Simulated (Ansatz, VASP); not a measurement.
BaS: VASP beside Ansatz

Contents of INCAR:

```
SYSTEM = BaS
PREC     = Accurate       ! precision mode
ENCUT    = 520            ! plane-wave cutoff, eV
EDIFF    = 1E-6           ! SCF threshold, eV
ISMEAR   = -1             ! smearing method
SIGMA    = 0.02           ! smearing width, eV
LREAL    = .False.        ! projectors in reciprocal space
LASPH    = .True.         ! aspherical terms in the spheres
NELM     = 60             ! most SCF steps
ALGO     = Normal         ! electronic algorithm
ISIF     = 2              ! what is computed and relaxed
LWAVE    = .False.        ! write WAVECAR
LCHARG   = .True.         ! write CHGCAR
GGA      = PE             ! functional
LELF     = .True.         ! ELF
LVHAR    = .True.       
NBANDS   = 15             ! bands
```

KPOINTS

```
Automatic mesh
0
Gamma
  8 8 8
  0 0 0
```

Contents of POSCAR:

```
BaS
1.0
    0.0000000000      3.2117958739      3.3181063173
    3.2117958739      0.0000000000      3.3181063173
    3.2117958739      3.2117958739      0.0000000000
Ba S
1 1
Direct
    0.0000000000      0.0000000000      0.0000000000
    0.5000000000      0.5000000000      0.5000000000
```

Input for Ansatz:

```yaml
crystal:
  lattice:
    - [0.0, 3.2117958739, 3.3181063173]
    - [3.2117958739, 0.0, 3.3181063173]
    - [3.2117958739, 3.2117958739, 0.0]
  atoms:
    - { symbol: Ba, position: [0.0, 0.0, 0.0] }
    - { symbol: S, position: [0.5, 0.5, 0.5] }
kpoints:
  mp_grid: { grid: [8, 8, 8] }
  band_path:
    path:
      - [0.0, 0.0, 0.0]
      - [0.5, 0.0, 0.5]
      - [0.625, 0.25, 0.625]
      - [0.375, 0.375, 0.75]
      - [0.5, 0.5, 0.5]
      - [0.5, 0.25, 0.75]
      - [0.0, 0.5, 0.5]
    npoints: 1
hamiltonian:
  xc: pbe
scf:
  occupations: { method: fermi_dirac, width: 0.02 }
  n_extra_bands: 4
output:
  forces: true
  stress: true
  eigenvalues: true
  write_density: true
  write_potential: true
  elf: true
  volumetric_format: npy
```

Change from the starting cell: uniaxial_z strain +3.3%.

Alike in both runs: task single point; functional PBE; k mesh 8 × 8 × 8; occupations fermi-dirac, width 0.02 eV; no spin polarisation.

|  | VASP | Ansatz |
| --- | --- | --- |
| version | VASP 6.6.1 | Ansatz 0.2.0 |
| potentials or method | VASP PAW PBE potentials, release 64 (Ba_sv, S) | plane waves, PAW |
| plane-wave cutoff (eV) | 520 | 420 |
| valence electrons in the cell | 16 | 16 |

```tsv
	VASP	Ansatz	Ansatz less VASP
gap on the k mesh at the Fermi level (eV)	2.15	2.24	+0.092
pressure (GPa)	-0.6	-1.1	-0.50
traceless stress, the component that is largest in VASP (GPa)	-1.38	-1.24	+0.137
```

Neither program's run includes spin-orbit coupling.
